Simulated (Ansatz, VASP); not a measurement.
BAs2 in VASP and in Ansatz

```
B As
1.0
     3.07511    0.00000    0.00000
     0.00000    3.11321    0.00000
     0.00000    0.00000    4.90045
B As
1 2
Cartesian
  1.5376 1.5566 2.4502
  0.0000 0.0000 2.4502
  0.0000 1.5566 0.0000
```

Alike in both runs: task relaxation of cell and atoms; functional PBE; k mesh 6 × 6 × 4; occupations gaussian, width 0.1 eV; no spin polarisation.

|  | VASP | Ansatz |
| --- | --- | --- |
| version | VASP 6.6.1 | Ansatz 0.2.0 |
| potentials or method | VASP PAW PBE potentials, release 64 (B, As), cutoff 600 eV | scalar-relativistic, plane waves, PAW |
| valence electrons in the cell | 13 | 33 |

|  | VASP | Ansatz | Ansatz less VASP |
| --- | --- | --- | --- |
| gap on the k mesh at the Fermi level, each at its own relaxed structure (eV) | none | none | - |
| relaxed volume (Å³/atom) | 15.72 | 15.71 | -0.001 |
| relaxed cell length with the largest relative difference (Å) | 3.089 | 3.086 | -0.0034 |

A gap of «none» marks a metal or a gap that the smearing closes. VASP's potentials hold 13 valence electrons a cell and Ansatz's 33, so a difference there can come from the potentials and not from the codes.
